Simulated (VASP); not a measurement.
A run of VASP 6.6.1 is set up as follows.

File INCAR:

```
SYSTEM = Mo
ALGO = Normal
DIPOL = 0.5 0.5 0.500
EDIFF = 1E-6
EDIFFG = -0.03
ENCUT = 520
GGA = PE
IBRION = 2
IDIPOL = 3
ISIF = 2
ISMEAR = 0
IVDW = 12
LASPH = .TRUE.
LCHARG = .FALSE.
LDIPOL = .TRUE.
LREAL = .FALSE.
LWAVE = .FALSE.
NELM = 60
NSW = 70
PREC = Accurate
SIGMA = 0.1
```

The input KPOINTS:

```
k-points
0
G
  11 11 1
  0 0 0
```

File POSCAR:

```
Mo
1.0
    2.7108763460      0.0000000000      0.0000000000
   -0.9036254487      2.5558387296      0.0000000000
    0.0000000000      0.0000000000     18.4268425357
Mo
3
Selective dynamics
Direct
    0.5000000000      0.5000000000      0.3798806001  F F F
    0.0000000000      0.0000000000      0.5000000000  T T T
    0.5000000000      0.5000000000      0.6201193999  T T T
```

Potentials or basis: VASP PAW PBE potentials, release 64 (Mo_sv).

Run with:

```bash
$ cat potpaw_PBE.64/Mo_sv/POTCAR > POTCAR
$ mpirun -np 1 vasp_std > vasp.out
```

(1) What does it give for the band gap on the k mesh?

(2) What does it give for the dispersion energy per atom?

Results:

(1) zero (bands 21 and 22 overlap by 1.93 eV).

(2) -0.478 eV.
